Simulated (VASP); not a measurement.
A run of VASP 6.6.1 is set up as follows.

File INCAR:

```
PREC = Accurate
ENCUT = 520
EDIFF = 1E-7
ISMEAR = -1
SIGMA = 0.02
LREAL = Auto
LASPH = True
NELM = 100
ALGO = Normal
ISIF = 2
LWAVE = False
LCHARG = True
GGA = PE
IVDW = 12
LELF = True
LVHAR = True
NBANDS = 48
```

KPOINTS

```
regular mesh
0
Gamma
  2 2 2
```

Contents of POSCAR:

```
Si
1.0
    0.0000000000      5.4300000000      5.4300000000
    5.4300000000      0.0000000000      5.4300000000
    5.4300000000      5.4300000000      0.0000000000
Si
17
Direct
   -0.0588397790      0.0542541436      0.0355616943
    0.0652209945      0.1801012891      0.1343554328
   -0.0322191529      0.0427163904      0.4879465930
    0.0925414365      0.2042357274      0.5931491713
   -0.0220810313      0.5628176796     -0.0423756906
    0.1068508287      0.6872928177      0.0945488029
   -0.0602854512      0.5794935543      0.4622191529
    0.1065745856      0.6508655617      0.5918047882
    0.4849631676      0.0671178637     -0.0619613260
    0.5913075506      0.1731307551      0.0987292818
    0.4527900552      0.0728084715      0.4540976059
    0.6186740331      0.1800920810      0.5306077348
    0.4626611418      0.5566942910     -0.0270810313
    0.5944014733      0.7102578269      0.0762246777
    0.4912523020      0.5554880295      0.4522467772
    0.5613996317      0.6799447514      0.6155432781
    0.2253867403      0.2422375691      0.7700828729
```

Potentials or basis: VASP PAW PBE potentials, release 64 (Si).

Command:

```bash
$ cat potpaw_PBE.64/Si/POTCAR > POTCAR
$ mpirun -np 1 vasp_std > vasp.out
```

(1) Estimate the band gap on the k mesh.

(2) Estimate the largest force.

(3) What does it give for the dispersion energy per atom?

Results:

(1) zero (bands 34 and 35 overlap by 0.26 eV).

(2) 2.569 eV/Å.

(3) -0.332 eV.

Caveat: the k points lie up to 0.50 Å⁻¹ apart.
